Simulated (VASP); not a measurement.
# Al2O3 (R-3c) in VASP: a series of runs

Runs on Al2O3. Level: PBE+D3(BJ). Tasks: single point, relaxation of cell and atoms.

All numbers are computed with VASP 6.6.1; they aren't measurements. Logs are shortened: lines on timing, memory, paths and dates and some standing lists are left out, and cuts for length are marked.

**1. The cell of the first run**

The structure is trigonal, space group R-3c (No. 167). Conventional cell: a = 4.780 Å, b = 4.780 Å, c = 13.038 Å, α = 90.00°, β = 90.00°, γ = 120.00°. Within 2.5 Å of Al (site symmetry 3) lie 6 O at 1.86 to 1.98 Å. Within 2.5 Å of O (site symmetry 2) lie 4 Al at 1.86 to 1.98 Å.

**2. Single point, PBE+D3(BJ)**

The input, INCAR:

```
  ALGO = Normal
  EDIFF = 1E-7
  ENCUT = 520
  GGA = PE
  ISIF = 2
  ISMEAR = 0
  IVDW = 12
  LASPH = T
  LCHARG = F
  LREAL = F
  LWAVE = F
  NBANDS = 35
  NELM = 100
  PREC = Accurate
  SIGMA = 0.02
```

The input, KPOINTS:

```
k-points
0
Gamma
  6 6 6
```

The input, POSCAR:

```
Al2O3
1.0
    2.3899039648      1.3798116973      4.3460232837
   -2.3899039648      1.3798116973      4.3460232837
    0.0000000000     -2.7596233949      4.3460232836
Al O
4 6
Direct
    0.3521006424      0.3521006424      0.3521006424
    0.1478993576      0.1478993576      0.1478993576
    0.6478993576      0.6478993576      0.6478993576
    0.8521006424      0.8521006424      0.8521006424
    0.5564038293      0.9435961707      0.2500000000
    0.2500000000      0.5564038293      0.9435961707
    0.9435961707      0.2500000000      0.5564038293
    0.4435961707      0.0564038293      0.7500000000
    0.7500000000      0.4435961707      0.0564038293
    0.0564038293      0.7500000000      0.4435961707
```

Potentials or basis: VASP PAW PBE potentials, release 64 (Al, O).

The run is started by

```
$ cat potpaw_PBE.64/Al/POTCAR potpaw_PBE.64/O/POTCAR > POTCAR
$ mpirun -np 1 vasp_std > vasp.out
```

OUTCAR:

```text
EDIFF = 1E-7
   ENCUT = 520
   GGA = PE
   ISIF = 2
   ISMEAR = 0
   IVDW = 12
   LASPH = T
   LREAL = F
   NELM = 100
   PREC = Accurate
 IVDW          = 12

 ion  position               nearest neighbor table
   1  0.352  0.352  0.352-   9 1.86   8 1.86  10 1.86   6 1.98   7 1.98   5 1.98   2 2.66   3 2.80
                             3 2.80   3 2.80   2 3.23   2 3.23   2 3.23
   2  0.148  0.148  0.148-  10 1.86   8 1.86   9 1.86   7 1.98   6 1.98   5 1.98   1 2.66   4 2.80
                             4 2.80   4 2.80   1 3.23   1 3.23   1 3.23
   3  0.648  0.648  0.648-   6 1.86   5 1.86   7 1.86   9 1.98  10 1.98   8 1.98   4 2.66   1 2.80
                             1 2.80   1 2.80   4 3.23   4 3.23   4 3.23
   4  0.852  0.852  0.852-   7 1.86   5 1.86   6 1.86  10 1.98   9 1.98   8 1.98   3 2.66   2 2.80
                             2 2.80   2 2.80   3 3.23   3 3.23   3 3.23
   5  0.556  0.944  0.250-   3 1.86   4 1.86   1 1.98   2 1.98
   6  0.250  0.556  0.944-   3 1.86   4 1.86   1 1.98   2 1.98
   7  0.944  0.250  0.556-   4 1.86   3 1.86   2 1.98   1 1.98
   8  0.444  0.056  0.750-   1 1.86   2 1.86   3 1.98   4 1.98
   9  0.750  0.444  0.056-   1 1.86   2 1.86   3 1.98   4 1.98
  10  0.056  0.750  0.444-   2 1.86   1 1.86   4 1.98   3 1.98

  LATTYP: Found a trigonal (rhomboedric) cell.
 ALAT       =     5.1481491493
 COS(alpha) =     0.5689887023

  Lattice vectors:

 A1 = (   2.3899039648,   1.3798116973,   4.3460232837)
 A2 = (  -2.3899039648,   1.3798116973,   4.3460232837)
 A3 = (   0.0000000000,  -2.7596233949,   4.3460232836)

Analysis of symmetry for initial positions (statically):
=====================================================================
 Subroutine PRICEL returns:
 Original cell was already a primitive cell.

 Routine SETGRP: Setting up the symmetry group for a
 trigonal (rhombohedral) supercell.

 Subroutine GETGRP returns: Found 12 space group operations
 (whereof  6 operations were pure point group operations)
 out of a pool of 12 trial point group operations.

The static configuration has the point symmetry S_6 .
 The point group associated with its full space group is D_3d.

Analysis of symmetry for dynamics (positions and initial velocities):
=====================================================================
 Subroutine PRICEL returns:
 Original cell was already a primitive cell.

 Routine SETGRP: Setting up the symmetry group for a
 trigonal (rhombohedral) supercell.

 Subroutine GETGRP returns: Found 12 space group operations
 (whereof  6 operations were pure point group operations)
 out of a pool of 12 trial point group operations.

The dynamic configuration has the point symmetry S_6 .
 The point group associated with its full space group is D_3d.

 Subroutine INISYM returns: Found 12 space group operations
 (whereof  6 operations are pure point group operations),
 and found     1 'primitive' translations

----------------------------------------------------------------------------------------

                                     Primitive cell

  volume of cell :      85.9891

  direct lattice vectors                    reciprocal lattice vectors
     2.389903965  1.379811697  4.346023284     0.209213428  0.120789429  0.076698469
    -2.389903965  1.379811697  4.346023284    -0.209213428  0.120789429  0.076698469
     0.000000000 -2.759623395  4.346023284     0.000000000 -0.241578857  0.076698469

  length of vectors
     5.148149149  5.148149149  5.148149149     0.253462028  0.253462028  0.253462028

  position of ions in fractional coordinates (direct lattice)
     0.352100642  0.352100642  0.352100642
     0.147899358  0.147899358  0.147899358
     0.647899358  0.647899358  0.647899358
     0.852100642  0.852100642  0.852100642
     0.556403829  0.943596171  0.250000000
     0.250000000  0.556403829  0.943596171
     0.943596171  0.250000000  0.556403829
     0.443596171  0.056403829  0.750000000
     0.750000000  0.443596171  0.056403829
     0.056403829  0.750000000  0.443596171

  ion indices of the primitive-cell ions
   primitive index   ion index
                 1           1
                 2           2
                 3           3
                 4           4
                 5           5
                 6           6
                 7           7
                 8           8
                 9           9
                10          10

----------------------------------------------------------------------------------------

 KPOINTS: k-points

Automatic generation of k-mesh.
 Grid dimensions read from file:
 generate k-points for:    6    6    6

 Generating k-lattice:

  Cartesian coordinates                     Fractional coordinates (reciprocal lattice)
     0.034868905  0.020131571  0.012783078     0.166666667 -0.000000000  0.000000000
    -0.034868905  0.020131571  0.012783078    -0.000000000  0.166666667  0.000000000
     0.000000000 -0.040263143  0.012783078     0.000000000  0.000000000  0.166666667

  Length of vectors
     0.042243671  0.042243671  0.042243671

  Shift w.r.t. Gamma in fractional coordinates (k-lattice)
     0.000000000  0.000000000  0.000000000

 Subroutine IBZKPT returns following result:
 ===========================================

 Found     32 irreducible k-points:

 Following reciprocal coordinates:
            Coordinates               Weight
  0.000000  0.000000  0.000000      1.000000
  0.166667 -0.000000 -0.000000      6.000000
  0.333333  0.000000 -0.000000      6.000000
  0.500000 -0.000000  0.000000      3.000000
  0.166667  0.166667 -0.000000      6.000000
  0.333333  0.166667  0.000000     12.000000
[... 16 lines left out ...]
  0.500000  0.500000  0.166667      6.000000
 -0.333333  0.500000  0.166667     12.000000
 [... further k-points ...]
   k-points           NKPTS =     32   k-points in BZ     NKDIM =     32   number of bands    NBANDS=     35
   number of dos      NEDOS =    301   number of ions     NIONS =     10
   total plane-waves  NPLWV =  64000
   dimension x,y,z NGX =    40 NGY =   40 NGZ =   40
   dimension x,y,z NGXF=    80 NGYF=   80 NGZF=   80
   ions per type =               4   6
   NGX,Y,Z   is equivalent  to a cutoff of  12.92, 12.92, 12.92 a.u.
   NGXF,Y,Z  is equivalent  to a cutoff of  25.83, 25.83, 25.83 a.u.
 SYSTEM =  unknown system
   PREC   = accura    normal or accurate (medium, high low for compatibility)
   ISTART =      0    job   : 0-new  1-cont  2-samecut
   ICHARG =      2    charge: 1-file 2-atom 10-const
   ISPIN  =      1    spin polarized calculation?
   LNONCOLLINEAR =      F non collinear calculations
   LSORBIT =      F    spin-orbit coupling
   LASPH  =      T    aspherical Exc in radial PAW
   ENCUT  =  520.0 eV  38.22 Ry    6.18 a.u.   9.57  9.57  9.57*2*pi/ulx,y,z
   NELM   =    100;   NELMIN=  2; NELMDL= -5     # of ELM steps
   EDIFF  = 0.1E-06   stopping-criterion for ELM
   LREAL  =      F    real-space projection
   EDIFFG = 0.1E-05   stopping-criterion for IOM
   NSW    =      0    number of steps for IOM
   IBRION =     -1    ionic relax: 0-MD 1-quasi-New 2-CG
   NFREE  =      0    steps in history (QN), initial steepest desc. (CG)
   ISIF   =      2    stress and relaxation
   ISYM   =      2    0-nonsym 1-usesym 2-fastsym
   POTIM  = 0.5000    time-step for ionic-motion
   TEBEG  =    0.0;   TEEND  =   0.0 temperature during run
   PSTRESS=    0.0 pullay stress
   NELECT =      48.0000    total number of electrons
   NUPDOWN=      -1.0000    fix difference up-down
   EMIN   =  10.00;   EMAX   =-10.00  energy-range for DOS
   EFERMI =   0.00;   METHOD = LEGACY
   ISMEAR =     0;   SIGMA  =   0.02  broadening in eV -4-tet -1-fermi 0-gaus
   EFERMI_NEDOS =   21; number of points for ismear=-14 and -15
   IALGO  =     38    algorithm
   IMIX   =      4    mixing-type and parameters
     AMIX     =   0.40;   BMIX     =  1.00
     AMIX_MAG =   1.60;   BMIX_MAG =  1.00
  volume/ion in A,a.u.               =       8.60        58.03
  Fermi-wavevector in a.u.,A,eV,Ry     =   1.347951  2.547258 24.721398  1.816971
  Thomas-Fermi vector in A             =   2.475660
   LORBIT       =      0    0 simple, 1 ext, 2 COOP (PROOUT), +10 PAW based schemes
   GGA     = PE    functional components
   LHFCALC =     F    Hartree Fock is set to
   AEXX    =    0.0000 exact exchange contribution
   IVDW    =    12    specifies the selected vdW correction
   LEPSILON=     F    determine dielectric tensor
   LRPA    =     F    only Hartree local field effects (RPA)
 non-spin polarized calculation
 Gauss-broadening in eV      SIGMA  =   0.02
  energy-cutoff  :      520.00
  volume of cell :       85.99
 maximum number of plane-waves:      2332
 NGX is ok and might be reduce to    40
   NGX = 19   NGY = 19   NGZ = 19

 number of electron      48.0000012 magnetization

 Free energy of the ion-electron system (eV)
  ---------------------------------------------------
  ext. energy  EPLUGINS =         0.00000000
  ---------------------------------------------------
  free energy    TOTEN  =       -74.78906687 eV

  energy without entropy =      -74.78906687  energy(sigma->0) =      -74.78906687

 E-fermi :   6.1821     XC(G=0): -11.6293

 val. band max:        6.0135788583   @ k =   0.0000   0.0000   0.0000
 cond. band min:      12.0858279500   @ k =   0.0000   0.0000   0.0000
 fundamental gap:      6.0722490917
 Fermi energy:         6.1821184202

 k-point     1 :       0.0000    0.0000    0.0000
  band No.  band energies     occupation
      1     -13.1459      2.00000
      2     -10.8526      2.00000
      3     -10.5831      2.00000
      4     -10.5831      2.00000
      5     -10.2701      2.00000
      6     -10.2701      2.00000
[... 27 lines left out ...]
     34      19.4036      0.00000
     35      20.5389      0.00000
[... 843 lines left out ...]
      5     -10.4533      2.00000
      6     -10.2495      2.00000
[... 27 lines left out ...]
     34      19.3504      0.00000
     35      19.4777      0.00000

 [... further k-points ...]

------------------------ aborting loop because EDIFF is reached ----------------------------------------

 Edisp (eV)   -2.34000

 E8    (eV) :    -0.8836

  FORCE on cell =-STRESS in cart. coord.  units (eV):
  Direction    XX          YY          ZZ          XY          YZ          ZX
  --------------------------------------------------------------------------------------
  -------------------------------------------------------------------------------------
  Total      -0.07880    -0.07880    -0.10015    -0.00000     0.00000     0.00000
  in kB      -1.46824    -1.46824    -1.86602    -0.00000     0.00000     0.00000
  external pressure =       -1.60 kB  Pullay stress =        0.00 kB

 VOLUME and BASIS-vectors are now :
 -----------------------------------------------------------------------------
  energy-cutoff  :      520.00
  volume of cell :       85.99
      direct lattice vectors                 reciprocal lattice vectors
     2.389903965  1.379811697  4.346023284     0.209213428  0.120789429  0.076698469
    -2.389903965  1.379811697  4.346023284    -0.209213428  0.120789429  0.076698469
     0.000000000 -2.759623395  4.346023284     0.000000000 -0.241578857  0.076698469

 POSITION                                       TOTAL-FORCE (eV/Angst)
 -----------------------------------------------------------------------------------
      0.00000     -0.00000      4.59071         0.000000     -0.000000      0.003138
      0.00000     -0.00000      1.92832         0.000000      0.000000     -0.003138
      0.00000     -0.00000      8.44736         0.000000      0.000000     -0.003138
      0.00000     -0.00000     11.10975         0.000000     -0.000000      0.003138
     -0.92535      1.37981      7.60554        -0.000514     -0.000000      0.000000
     -0.73228     -1.49128      7.60554         0.000257     -0.000445     -0.000000
      1.65763      0.11147      7.60554         0.000257      0.000445      0.000000
      0.92535     -1.37981      5.43253         0.000514     -0.000000      0.000000
      0.73228      1.49128      5.43253        -0.000257      0.000445      0.000000
     -1.65763     -0.11147      5.43253        -0.000257     -0.000445     -0.000000
 -----------------------------------------------------------------------------------
    total drift:                                0.000000     -0.000000     -0.000000

  FREE ENERGIE OF THE ION-ELECTRON SYSTEM (eV)
  ---------------------------------------------------
  free  energy   TOTEN  =       -77.1290642020 eV

  energy  without entropy=      -77.1290642020  energy(sigma->0) =      -77.12906420
```

Run time: 1.7 min. Hardware: 1 thread of Intel Xeon Platinum 8259CL at 2.50GHz (Skylake/Cascade Lake), shared host; peak memory 0.26 GiB.

Results:

```
Free energy                : -77.1291 eV
Pressure                   : -0.2 GPa
Largest force              : 0.003 eV/Å
Band gap on the k mesh     : 6.07 eV, direct
Dispersion energy per atom : -0.234 eV
```

Forces on the atoms (eV/Å):
```
Al   0.000  0.000  0.003
Al   0.000  0.000 -0.003
Al   0.000  0.000 -0.003
Al   0.000  0.000  0.003
O   -0.001  0.000  0.000
O    0.000  0.000  0.000
O    0.000  0.000  0.000
O    0.001  0.000  0.000
O    0.000  0.000  0.000
O    0.000  0.000  0.000
```

Levels at points of the mesh, in eV from the valence-band top:
| k point | band 22 | band 23 | band 24 | band 25 | band 26 | band 27 |
| --- | --- | --- | --- | --- | --- | --- |
| (0.00, 0.00, 0.00) | -0.04 | -0.04 | 0.00 | 6.07 | 9.04 | 10.59 |
| (0.50, 0.00, 0.00) | -0.89 | -0.27 | -0.27 | 9.34 | 9.34 | 9.52 |
| (0.50, 0.50, 0.00) | -0.90 | -0.73 | -0.25 | 9.57 | 9.58 | 9.81 |
| (0.50, 0.50, 0.50) | -0.37 | -0.37 | -0.37 | 8.54 | 8.54 | 11.00 |

**3. Relaxation of cell and atoms, PBE+D3(BJ)**

This run uses another cell than the first one, of 8.76 Å³/atom, 1.019 times its volume.

The input, INCAR:

```
SYSTEM = Al2O3
PREC = Accurate
ENCUT = 600
EDIFF = 1E-6
ISMEAR = 0
SIGMA = 0.02
LREAL = .False.
LASPH = .True.
NELM = 80
ALGO = Normal
ISIF = 3
LWAVE = .False.
LCHARG = .False.
GGA = PE
IVDW = 12
IBRION = 2
NSW = 70
EDIFFG = -0.005
```

The input, KPOINTS:

```
Automatic mesh
0
Gamma
  6 6 6
  0 0 0
```

The input, POSCAR:

```
Al2O3
1.0
    2.4043547729      1.3881548753      4.3744983371
   -2.4043547729      1.3881548753      4.3744983371
    0.0000000000     -2.7763097507      4.3744983370
Al O
4 6
Direct
    0.3521453631      0.3521453631      0.3521453631
    0.1478546369      0.1478546369      0.1478546369
    0.6478546369      0.6478546369      0.6478546369
    0.8521453631      0.8521453631      0.8521453631
    0.5561715226      0.9438284774      0.2500000000
    0.2500000000      0.5561715226      0.9438284774
    0.9438284774      0.2500000000      0.5561715226
    0.4438284774      0.0561715226      0.7500000000
    0.7500000000      0.4438284774      0.0561715226
    0.0561715226      0.7500000000      0.4438284774
```

Potentials or basis: VASP PAW PBE potentials, release 64 (Al, O).

The run is started by

```
$ cat potpaw_PBE.64/Al/POTCAR potpaw_PBE.64/O/POTCAR > POTCAR
$ mpirun -np 1 vasp_std > vasp.out
```

It took 4.2 min on 1 thread of Intel Xeon Platinum 8259CL at 2.50GHz (Skylake/Cascade Lake), shared host; peak memory 0.31 GiB.

Results (log left out):

```yaml
Free_energy: -77.1556 eV
Relaxed_volume: 8.58 Å³/atom
Relaxed_cell: a = 5.144 Å, b = 5.144 Å, c = 5.144 Å, α = 55.34°, β = 55.34°, γ = 55.34°
Space_group_after_relaxing_to_0.05_Å: R-3c (No. 167)
Energy_gained_by_relaxing: 2.7 meV/atom
Ionic_steps: 4
Pressure_after_relaxing: 0.0 GPa
Band_gap_on_the_k_mesh: 6.10 eV, direct
Dispersion_energy_per_atom: -0.235 eV
```

Step by step:
| step | energy change (eV) | largest force (eV/Å) | pressure (GPa) | volume (Å³) |
| --- | --- | --- | --- | --- |
| 1 | 0.0000 | 0.0041 | -4.77 | 87.60 |
| 2 | -0.0080 | 0.0382 | 4.29 | 84.34 |
| 3 | -0.0273 | 0.0223 | 0.00 | 85.81 |
| 4 | -0.0274 | 0.0010 | 0.00 | 85.80 |

Final structure:
```
Al O
1.0
     2.38842    1.37895    4.34179
    -2.38842    1.37895    4.34179
     0.00000   -2.75791    4.34179
Al O
4 6
Cartesian
  0.0000 0.0000 4.5865
  0.0000 0.0000 1.9262
  0.0000 0.0000 8.4389
  0.0000 0.0000 11.0991
  -0.9248 1.3790 7.5981
  -0.7318 -1.4904 7.5981
  1.6566 0.1114 7.5981
  0.9248 -1.3790 5.4272
  0.7318 1.4904 5.4272
  -1.6566 -0.1114 5.4272
```

Levels at points of the mesh, in eV from the valence-band top:
```tsv
k point	band 21	band 22	band 23	band 24	band 25	band 26	band 27	band 28
(0.00, 0.00, 0.00)	-0.49	-0.05	-0.05	0.00	6.10	9.05	10.62	11.45
(0.50, 0.00, 0.00)	-0.90	-0.90	-0.27	-0.27	9.36	9.36	9.55	9.55
(0.50, 0.50, 0.00)	-1.01	-0.91	-0.73	-0.25	9.58	9.61	9.83	10.32
(0.50, 0.50, 0.50)	-0.38	-0.38	-0.38	-0.38	8.57	8.57	11.01	11.01
```

A k mesh can miss the band edges. A hybrid or GW would open this gap; PBE tends to underestimate it.
